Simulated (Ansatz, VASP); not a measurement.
## Two plane-wave programs on FeO

```
Fe O
1.0
     0.00000    2.15540    2.15540
     2.15540    0.00000    2.15540
     2.15540    2.15540    0.00000
Fe O
1 1
Direct
  0.00000 0.00000 0.00000
  0.50000 0.50000 0.50000
```

Alike in both runs: task single point; functional PBEsol; k mesh 8 × 8 × 8; occupations gaussian, width 0.05 eV; collinear spin; Hubbard terms Fe d U = 5.0 eV.

|  | VASP | Ansatz |
| --- | --- | --- |
| version | VASP 6.6.1 | Ansatz 0.2.0 |
| potentials or method | VASP PAW PBE potentials, release 64 (Fe_sv, O), cutoff 600 eV | scalar-relativistic, plane waves, PAW |
| valence electrons in the cell | 22 | 22 |

Ansatz gave:

| Quantity | Value |
| --- | --- |
| pressure (GPa) | 7.8 |
| traceless stress, the component that is largest in VASP (GPa) | 4.47 |
| net moment per atom (μB) | 2.00 |
| size of the moment on the site where the two differ most (μB) | 3.47 |

Question: Estimate VASP's values.

Answer: Pressure (GPa): -9.1; traceless stress, the component that is largest in VASP (GPa): 0.00; net moment per atom (μB): 2.00; size of the moment on the site where the two differ most (μB): 3.68.

VASP's potentials were made for PBE, not for PBEsol. Site moments also hang on the region over which each program counts them. The programs project onto different local orbitals, so the same U acts differently, and such runs can settle in different states. Ansatz's warnings: symmetry narrowed by occupation matrices.
